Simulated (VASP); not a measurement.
The system is In8Sb7As.

```
In Sb As
1.0
    12.93631    0.00000    0.00000
     0.00000   12.93631    0.00000
     0.00000    0.00000   12.93631
In Sb As
32 28 4
Direct
  0.99909 0.00045 0.00134
  0.99855 0.99632 0.49862
  0.99907 0.50110 0.99975
  0.99890 0.50024 0.49978
  0.49786 0.99995 0.99727
  0.49812 0.00152 0.49938
  0.50156 0.50232 0.00010
  0.49775 0.49834 0.49905
  0.24937 0.25196 0.00392
  0.25114 0.24912 0.50050
  0.24885 0.75264 0.99760
  0.24916 0.74697 0.49999
  0.75073 0.25145 0.00005
  0.74880 0.25098 0.49662
  0.75013 0.75105 0.99759
  0.75109 0.75152 0.50106
  0.24904 0.00065 0.25030
  0.25020 0.99959 0.75087
  0.25060 0.49990 0.25202
  0.25075 0.50260 0.74894
  0.74825 0.00122 0.24929
  0.75170 0.00176 0.74996
  0.75272 0.49999 0.24928
  0.74964 0.49896 0.74773
  0.99703 0.25080 0.25186
  0.00232 0.24991 0.74933
  0.99933 0.74880 0.25051
  0.00020 0.74862 0.74870
  0.49841 0.25160 0.24956
  0.49746 0.24663 0.75145
  0.49859 0.74886 0.24905
  0.49821 0.74857 0.74958
  0.12747 0.12743 0.12614
  0.12381 0.12563 0.62665
  0.12238 0.62594 0.12384
  0.12940 0.62711 0.62381
  0.62640 0.12425 0.12351
  0.62670 0.12460 0.62176
  0.62598 0.62897 0.12574
  0.62541 0.62510 0.62296
  0.37616 0.37827 0.12674
  0.37559 0.37213 0.62550
  0.87367 0.37461 0.12393
  0.87413 0.37659 0.62646
  0.87492 0.87293 0.12642
  0.87455 0.87426 0.62282
  0.37481 0.12447 0.37412
  0.37458 0.12389 0.87509
  0.37521 0.62492 0.37286
  0.37707 0.62726 0.87667
  0.87390 0.12541 0.37347
  0.87128 0.62548 0.37492
  0.87441 0.62626 0.87592
  0.12644 0.37634 0.37628
  0.12457 0.37578 0.87401
  0.12626 0.87501 0.37413
  0.12813 0.87084 0.87167
  0.62501 0.37702 0.87233
  0.62234 0.87633 0.37306
  0.62951 0.87597 0.87377
  0.37679 0.87713 0.12450
  0.37241 0.87689 0.62558
  0.87711 0.12475 0.87242
  0.62499 0.37329 0.37758
```

```yaml
Program: VASP 6.6.1
Task: relaxation of volume and atoms at fixed shape
Functional: PBEsol
Potentials_or_basis: VASP PAW PBE potentials, release 64 (In_d, Sb, As)
Cutoff: 500 eV
k_mesh: 1 × 1 × 1, shifted
Occupations: fermi-dirac, width 0.05 eV
Spin: no spin polarisation
```

At the start: pressure 0.2 GPa; volume 33.83 Å³/atom.

Problem. How do energy, volume and symmetry change on relaxing?

Solution. Over 12 steps the energy falls by 19.5 meV/atom and the volume is 33.76 Å³/atom (-0.2 %); space group P1 (No. 1, to 0.1 Å) before, Cc (No. 9, to 0.1 Å).

The path:
```tsv
step	energy change (eV)	largest force (eV/Å)	pressure (GPa)	volume (Å³)
1	0.0000	1.1504	0.16	2164.87
2	-0.6805	0.6998	-0.17	2175.65
3	-0.9763	0.3892	-0.48	2188.75
4	-1.1400	0.3124	0.22	2152.32
5	-1.1427	0.3021	0.33	2146.87
6	-1.2156	0.0987	0.04	2160.05
7	-1.2185	0.1036	-0.03	2163.23
8	-1.2328	0.0698	-0.01	2162.13
9	-1.2393	0.0612	0.01	2160.72
10	-1.2433	0.0345	0.00	2161.22
11	-1.2441	0.0339	-0.01	2161.59
12	-1.2457	0.0247	0.01	2160.47
```

Final structure:
```
CELL_PARAMETERS angstrom
12.92755 0.00000 0.00000
0.00000 12.92755 0.00000
0.00000 0.00000 12.92755
ATOMIC_POSITIONS crystal
In 0.99606 0.00624 0.99309
In 0.00024 0.00038 0.49845
In 0.99941 0.50050 0.00081
In 0.99983 0.50034 0.50154
In 0.49438 0.99458 0.00514
In 0.49399 0.99518 0.50663
In 0.50233 0.50158 0.99929
In 0.50529 0.49452 0.49264
In 0.25067 0.25054 0.00094
In 0.24932 0.24859 0.50024
In 0.25483 0.75788 0.00531
In 0.25778 0.75535 0.50478
In 0.75553 0.24369 0.99318
In 0.74331 0.25593 0.49380
In 0.74935 0.75083 0.99925
In 0.74774 0.75134 0.49943
In 0.25608 0.99537 0.24298
In 0.25511 0.99379 0.74413
In 0.24991 0.50178 0.25107
In 0.25163 0.50082 0.75012
In 0.74772 0.00077 0.24965
In 0.75568 0.00797 0.75523
In 0.74295 0.49414 0.25454
In 0.74853 0.50080 0.74826
In 0.99994 0.24976 0.24999
In 0.99490 0.24330 0.75499
In 0.99972 0.75005 0.25008
In 0.00131 0.75004 0.75029
In 0.50710 0.25462 0.25529
In 0.50026 0.24727 0.75102
In 0.49327 0.75604 0.24367
In 0.49492 0.75678 0.74313
Sb 0.12487 0.12354 0.12379
Sb 0.12478 0.12266 0.62659
Sb 0.12657 0.62721 0.12410
Sb 0.12778 0.62696 0.62419
Sb 0.62432 0.12562 0.12273
Sb 0.62559 0.12485 0.62354
Sb 0.62424 0.62668 0.12708
Sb 0.62151 0.62512 0.62256
Sb 0.37773 0.37625 0.12691
Sb 0.37743 0.37422 0.62346
Sb 0.87221 0.37334 0.12476
Sb 0.87339 0.37228 0.62511
Sb 0.87532 0.87780 0.12309
Sb 0.87461 0.87671 0.62629
Sb 0.37662 0.12365 0.37428
Sb 0.37356 0.12134 0.87535
Sb 0.37736 0.62674 0.37481
Sb 0.37576 0.62972 0.87538
Sb 0.87244 0.12645 0.37480
Sb 0.87243 0.62345 0.37474
Sb 0.87431 0.62499 0.87412
Sb 0.12471 0.37523 0.37538
Sb 0.12379 0.37402 0.87424
Sb 0.12906 0.87500 0.37436
Sb 0.12630 0.87699 0.87470
Sb 0.62639 0.37325 0.87436
Sb 0.62006 0.87572 0.37443
Sb 0.62382 0.87762 0.87347
As 0.37502 0.87553 0.12424
As 0.37466 0.87542 0.62476
As 0.87564 0.12515 0.87487
As 0.62465 0.37496 0.37429
```

Caveat: the PAW data sets were made with another functional, which shifts forces and pressure a little.
